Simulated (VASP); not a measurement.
PbS, 4 atoms in the cell. The cell holds a slab with vacuum, 4 atoms: a = 4.302 Å, b = 4.302 Å, c = 11.442 Å, α = 93.97°, β = 93.97°, γ = 89.98°. 

```yaml
Program: VASP 6.6.1
Task: single point
Functional: PBE
Potentials_or_basis: VASP PAW PBE potentials, release 64 (Pb_d, S)
Cutoff: 520 eV
k_mesh: 6 × 6 × 3
Occupations: fermi-dirac, width 0.05 eV
Spin: no spin polarisation
Dipole_correction: no
Further_INCAR_settings: ALGO = Normal; EDIFF = 1e-07; NBANDS = 28
```

Potentials or basis: VASP PAW PBE potentials, release 64 (Pb_d, S).

Command:

```console
$ cat potpaw_PBE.64/Pb_d/POTCAR potpaw_PBE.64/S/POTCAR > POTCAR
$ mpirun -np 1 vasp_std > vasp.out
```

Hardware: 1 thread of Intel Xeon 6975P-C (shared host).

How long does it take, and how much memory?

Run time: 3.2 min on 1 thread of Intel Xeon 6975P-C, on a shared host, peak memory 0.39 GiB. Counts: scf iterations 19, k points 34.
